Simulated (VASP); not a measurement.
TiCo: single point with PBEsol

Crystal: TiCo.

```
CELL_PARAMETERS angstrom
3.24395 0.00000 0.00000
0.00000 3.24395 0.00000
0.00000 0.00000 2.53028
ATOMIC_POSITIONS crystal
Ti 0.00000 0.00000 0.00000
Co 0.50000 0.50000 0.50000
```

This cell differs from its parent crystal: ratio of the length along z to the lengths across it x 0.78, volume and fractional coordinates fixed.

```yaml
Program: VASP 6.6.1
Task: single point
Functional: PBEsol
Potentials_or_basis: VASP PAW PBE potentials, release 64 (Ti_sv, Co)
Cutoff: 520 eV
k_mesh: 18 × 18 × 18
Occupations: gaussian, width 0.15 eV
Spin: collinear spin, ferromagnetic start
Starting_moments: "[0.0, 0.4] μB"
```

```
Pressure                                              : -7.9 GPa
Net moment                                            : 0.00 μB per cell
Valence electrons inside the program's atomic spheres : Ti 10.35; Co 8.31
```

Stress tensor (GPa, compression positive):
```
-18.15   0.00   0.00
  0.00 -18.15   0.00
  0.00   0.00  12.66
```

Levels at points of the mesh, in eV from the Fermi level:
Spin up:
| k point | band 8 | band 9 | band 10 | band 11 | band 12 | band 13 | band 14 | band 15 |
| --- | --- | --- | --- | --- | --- | --- | --- | --- |
| (0.00, 0.00, 0.00) | -1.81 | -0.41 | -0.41 | -0.16 | 1.66 | 3.04 | 3.53 | 3.53 |
| (0.50, 0.00, 0.00) | -1.37 | -1.00 | -0.41 | -0.24 | -0.22 | 0.37 | 2.75 | 3.14 |
| (0.50, 0.50, 0.00) | -0.74 | -0.74 | -0.59 | -0.15 | -0.15 | -0.02 | 2.72 | 3.42 |
| (0.00, 0.00, 0.50) | -1.61 | -1.61 | -0.86 | -0.12 | -0.12 | 0.39 | 2.29 | 2.31 |
| (0.50, 0.00, 0.50) | -2.41 | -0.43 | 1.16 | 1.68 | 2.05 | 2.17 | 2.31 | 3.09 |
| (0.50, 0.50, 0.50) | -2.08 | -1.60 | -0.81 | -0.44 | 0.08 | 3.09 | 4.15 | 8.20 |
Spin down:
```csv
k point,band 8,band 9,band 10,band 11,band 12,band 13,band 14,band 15
"(0.00, 0.00, 0.00)",-1.81,-0.41,-0.41,-0.16,1.66,3.04,3.53,3.53
"(0.50, 0.00, 0.00)",-1.37,-1.00,-0.41,-0.24,-0.22,0.37,2.75,3.14
"(0.50, 0.50, 0.00)",-0.74,-0.74,-0.59,-0.15,-0.15,-0.02,2.72,3.42
"(0.00, 0.00, 0.50)",-1.61,-1.61,-0.86,-0.12,-0.12,0.39,2.29,2.32
"(0.50, 0.00, 0.50)",-2.41,-0.43,1.16,1.68,2.05,2.17,2.31,3.09
"(0.50, 0.50, 0.50)",-2.08,-1.60,-0.81,-0.44,0.08,3.09,4.15,8.20
```

Run time: 9.3 min on 1 thread of Intel(R) Xeon(R) Platinum 8259CL CPU @ 2.50GHz (Skylake/Cascade Lake), with other jobs on the host, peak memory 0.55 GiB.

Caveat: the PAW data sets were made with another functional, which shifts forces and pressure a little.
